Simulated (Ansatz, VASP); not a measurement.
**Two plane-wave programs on C**

```xyz
48
Lattice="5.0302 0.0000 0.0000 0.0000 7.1138 0.0000 0.0000 0.0000 25.8538" Properties=species:S:1:pos:R:3 pbc="T T T"
C     1.2575    3.5569    8.0000
C     1.2575    0.0000    8.0000
C     3.7726    3.5569    8.0000
C     3.7726    0.0000    8.0000
C     2.5151    4.4461    8.0000
C     2.5151    0.8892    8.0000
C     0.0000    4.4461    8.0000
C     0.0000    0.8892    8.0000
C     2.5151    5.3353    9.2575
C     2.5151    1.7784    9.2575
C     0.0000    5.3353    9.2575
C     0.0000    1.7784    9.2575
C     3.7726    6.2246    9.2575
C     3.7726    2.6677    9.2575
C     1.2575    6.2246    9.2575
C     1.2575    2.6677    9.2575
C     3.7726    0.0000   10.5151
C     3.7726    3.5569   10.5151
C     1.2575    0.0000   10.5151
C     1.2575    3.5569   10.5151
C     0.0000    0.8892   10.5151
C     0.0000    4.4461   10.5151
C     2.5151    0.8892   10.5151
C     2.5151    4.4461   10.5151
C     0.0002    1.7813   11.7681
C    -0.0001    5.3399   11.7668
C     2.5149    1.7833   11.7645
C     2.5151    5.3401   11.7648
C     1.2573    2.6637   11.7662
C     1.2575    6.2219   11.7689
C     3.7728    2.6629   11.7651
C     3.7727    6.2209   11.7656
C     1.2583    3.5893   13.0599
C     1.2572    0.0304   13.0644
C     3.7718    3.5879   13.0590
C     3.7733    0.0333   13.0662
C     2.5156    4.4132   13.0580
C     2.5146    0.8552   13.0663
C    -0.0007    4.4118   13.0608
C     0.0007    0.8567   13.0659
C     2.5145    5.4354   14.1228
C     2.5148    1.8895   14.1154
C     0.0001    5.4382   14.1250
C     0.0005    1.8854   14.1348
C     3.7731    6.1158   14.1250
C     3.7743    2.5683   14.1316
C     1.2577    6.1210   14.1458
C     1.2558    2.5699   14.1341
```

Alike in both runs: task single point; functional PBE; dispersion D3(BJ); k mesh 3 × 2 × 1; occupations gaussian, width 0.05 eV; no spin polarisation.

```csv
,VASP,Ansatz
version,VASP 6.6.1,Ansatz 0.2.0
potentials or method,"VASP PAW PBE potentials, release 64 (C), cutoff 520 eV","scalar-relativistic, plane waves, PAW"
valence electrons in the cell,192,192
```

VASP gave:

```
gap on the k mesh at the Fermi level (eV)  : none
rms of the force components (eV/Å)         : 1.164
work function, face that differs most (eV) : 5.97
```

Problem. What did Ansatz give for the same quantities?

Solution. gap on the k mesh at the Fermi level (eV): none; rms of the force components (eV/Å): 1.169; work function, face that differs most (eV): 5.97.

Atom by atom the forces differ by 0.012 eV/Å (rms over components). A gap of «none» marks a metal or a gap that the smearing closes.

The k mesh is coarse, so the values compare programs but aren't converged.
